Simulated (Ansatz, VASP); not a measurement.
# LiAgC: VASP beside Ansatz

INCAR

```
PREC = Accurate
ENCUT = 600
EDIFF = 1E-6
ISMEAR = 0
SIGMA = 0.1
LREAL = F
LASPH = T
NELM = 100
ALGO = Normal
ISIF = 3
LWAVE = F
LCHARG = F
GGA = PE
IBRION = 2
NSW = 100
EDIFFG = -0.01
```

The input KPOINTS:

```
regular mesh
0
Gamma
  16 16 12
```

Contents of POSCAR:

```
LiAgC
1.0
    3.0699778750      0.0000000000      0.0000000000
    0.0000000000      3.0699778750      0.0000000000
    0.0000000000      0.0000000000      4.1654689450
Li Ag C
1 1 1
Direct
    0.5000000000      0.5000000000      0.5000000000
    0.0000000000      0.0000000000      0.0000000000
    0.0000000000      0.0000000000      0.5000000000
```

Input for Ansatz:

```yaml
crystal:
  lattice:
    - [3.069977875, 0.0, 0.0]
    - [0.0, 3.069977875, 0.0]
    - [0.0, 0.0, 4.165468945]
  atoms:
    - { symbol: Li, position: [0.5, 0.5, 0.5] }
    - { symbol: Ag, position: [0.0, 0.0, 0.0] }
    - { symbol: C, position: [0.0, 0.0, 0.5] }
basis:
  ecutwfc: 420
kpoints:
  mp_grid: { grid: [16, 16, 12] }
hamiltonian:
  xc: pbe
scf:
  occupations: { method: gaussian, width: 0.1 }
output:
  forces: true
  stress: true
  eigenvalues: true
  write_density: true
  write_potential: true
  elf: true
  volumetric_format: npy
relax:
  adjacent_minimum: "off"
  f_tol: 0.01
  max_steps: 80
  cell: { stress_tol: 0.05 }
```

Alike in both runs: task relaxation of cell and atoms; functional PBE; k mesh 16 × 16 × 12; occupations gaussian, width 0.1 eV; no spin polarisation.

|  | VASP | Ansatz |
| --- | --- | --- |
| version | VASP 6.6.1 | Ansatz 0.2.0 |
| potentials or method | VASP PAW PBE potentials, release 64 (Li_sv, Ag, C), cutoff 600 eV | scalar-relativistic, plane waves, PAW |
| valence electrons in the cell | 18 | 26 |

|  | VASP | Ansatz | Ansatz less VASP |
| --- | --- | --- | --- |
| gap on the k mesh at the Fermi level, each at its own relaxed structure (eV) | none | none | - |
| relaxed volume (Å³/atom) | 13.08 | 13.12 | +0.045 |
| relaxed cell length with the largest relative difference (Å) | 3.083 | 3.088 | +0.0050 |

A gap of «none» marks a metal or a gap that the smearing closes. VASP's potentials hold 18 valence electrons a cell and Ansatz's 26, so a difference there can come from the potentials and not from the codes.

Noted on VASP's run: the cutoff is short for stress, so the pressure is rough.
